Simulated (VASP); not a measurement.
The system is SnSe4.

```
CELL_PARAMETERS angstrom
5.36030 0.00000 0.00000
0.00000 5.36030 0.00000
0.00000 0.00000 5.36030
ATOMIC_POSITIONS crystal
Sn 0.00000 0.00000 0.00000
Se 0.25000 0.25000 0.25000
Se 0.75000 0.75000 0.25000
Se 0.25000 0.75000 0.75000
Se 0.75000 0.25000 0.75000
```

The cell was built from a structure type or drawn by symmetry, and may not be a known phase.

```yaml
Program: VASP 6.6.1
Task: relaxation of cell and atoms
Functional: PBE
Potentials_or_basis: VASP PAW PBE potentials, release 64 (Sn_d, Se)
Cutoff: 600 eV
k_mesh: 4 × 4 × 4
Occupations: gaussian, width 0.1 eV
Spin: no spin polarisation
```

At the start: pressure 8.4 GPa; volume 30.80 Å³/atom.

Task: Where does the relaxation end?

Result: Over 19 steps the energy falls by 374.4 meV/atom and the volume is 26.86 Å³/atom (-12.8 %); space group P-43m (No. 215, to 0.1 Å) before and after.

Step by step:
```
step  energy change (eV)  largest force (eV/Å)  pressure (GPa)  volume (Å³)
   1              0.0000                3.6485            8.43       154.02
   2             -0.5476                0.6498           -5.45       193.06
   3             -1.0698                0.4860           -1.85       174.06
   4             -1.0708                0.5411           -1.67       173.48
   5             -1.0708                0.5802           -1.55       173.07
   6             -1.2011                0.6173           -1.40       166.66
   7             -1.5444                0.7343           -0.20       148.39
   8             -1.3332                0.5598           10.19       115.94
   9             -1.6399                0.8669            1.80       137.74
  10             -1.6531                0.8528            3.78       129.95
  11             -1.7055                0.6717            3.52       129.01
  12             -1.7749                0.2625            3.53       126.39
  13             -1.8241                0.2225            2.21       129.23
  14             -1.8547                0.1561           -0.66       137.04
  15             -1.8597                0.1752            0.02       134.97
  16             -1.8597                0.1766            0.08       134.80
  17             -1.8619                0.1674            0.07       134.75
  18             -1.8673                0.1228            0.06       134.60
  19             -1.8718                0.0036            0.02       134.30
```

Final structure:
```
Sn Se
1.0
     5.12100    0.00000    0.00000
     0.00000    5.12100    0.00000
     0.00000    0.00000    5.12100
Sn Se
1 4
Direct
  0.00000 0.00000 0.00000
  0.29601 0.29601 0.29601
  0.70399 0.70399 0.29601
  0.29601 0.70399 0.70399
  0.70399 0.29601 0.70399
```
